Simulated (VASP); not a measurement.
Here is a VASP 6.6.1 calculation.

Contents of INCAR:

```
SYSTEM = ScAl2N3
  ALGO = Normal
  EDIFF = 1E-6
  EDIFFG = -0.05
  ENCUT = 600
  GGA = PS
  IBRION = 2
  ISIF = 3
  ISMEAR = 0
  LASPH = .True.
  LCHARG = .False.
  LREAL = .False.
  LWAVE = .False.
  NELM = 60
  NSW = 80
  PREC = Accurate
  SIGMA = 0.1
```

File KPOINTS:

```
k-points
0
Gamma
  4 4 4
  0 0 0
```

File POSCAR:

```
ScAl2N3
1.0
    5.0243427470     -2.8892872457      0.0000000000
    5.0243427470      2.8892872457      0.0000000000
    0.0000000000      0.0000000000      5.3629474943
Al Sc N
4 2 6
Direct
    0.0079566442      0.3350048699      0.9916587928
    0.6649951301      0.9920433558      0.9916587928
    0.9920433558      0.6649951301      0.4916587928
    0.3350048699      0.0079566442      0.4916587928
    0.3221647647      0.6778352353      0.9871632744
    0.6778352353      0.3221647647      0.4871632744
    0.0353888591      0.3333966182      0.3562396737
    0.6666033818      0.9646111409      0.3562396737
    0.9646111409      0.6666033818      0.8562396737
    0.3333966182      0.0353888591      0.8562396737
    0.2999935029      0.7000064971      0.4050397627
    0.7000064971      0.2999935029      0.9050397627
```

Potentials or basis: VASP PAW PBE potentials, release 64 (Al, Sc_sv, N).

Command:

```sh
$ cat potpaw_PBE.64/Al/POTCAR potpaw_PBE.64/Sc_sv/POTCAR potpaw_PBE.64/N/POTCAR > POTCAR
$ mpirun -np 1 vasp_std > vasp.out
```

Question: Estimate the band gap on the k mesh.

Answer: 2.89 eV.

Question: What does it give for the space group after relaxing (to 0.1 Å)?

Answer: Cmc2_1 (No. 36).

Question: What does it give for the relaxed volume?

Answer: 11.48 Å³/atom.

Final structure:
```
Al Sc N
1.0
     4.91267   -2.82754    0.00000
     4.91267    2.82754    0.00000
     0.00000    0.00000    4.96003
Al Sc N
4 2 6
Direct
  0.00640 0.33597 0.98794
  0.66403 0.99360 0.98794
  0.99360 0.66403 0.48794
  0.33597 0.00640 0.48794
  0.32209 0.67791 0.97072
  0.67791 0.32209 0.47073
  0.02957 0.33200 0.36855
  0.66800 0.97043 0.36855
  0.97043 0.66800 0.86855
  0.33200 0.02957 0.86855
  0.30910 0.69090 0.40430
  0.69090 0.30910 0.90430
```

Caveat: the PAW data sets were made with another functional, which shifts forces and pressure a little. A k mesh can miss the band edges.
